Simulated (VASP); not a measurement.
O, 4 atoms in the cell. The typed cell holds 4 atoms: a = 2.458 Å, b = 2.458 Å, c = 7.807 Å, α = 90.00°, β = 90.00°, γ = 120.00°. 

| Quantity | Value |
| --- | --- |
| Program | VASP 6.6.1 |
| Task | single point |
| Functional | LDA |
| Potentials or basis | VASP PAW LDA potentials, release 64 (O) |
| Cutoff | 520 eV |
| k mesh | 9 × 9 × 3 |
| Occupations | fermi-dirac, width 0.05 eV |
| Spin | no spin polarisation |
| Dipole correction | no |
| Further INCAR settings | ALGO = Normal; EDIFF = 1e-06; NBANDS = 20 |

Potentials or basis: VASP PAW LDA potentials, release 64 (O).

Run with:

```bash
$ cat potpaw_LDA.64/O/POTCAR > POTCAR
$ mpirun -np 1 vasp_std > vasp.out
```

Hardware: 1 thread of Intel(R) Xeon(R) 6975P-C (Granite Rapids), with other jobs on the host.

Question: How long does it take, and how much memory?

Answer: It took 32 s on 1 thread of Intel(R) Xeon(R) 6975P-C (Granite Rapids), with other jobs on the host, peak memory 0.17 GiB. Counts: scf iterations 13, k points 122.
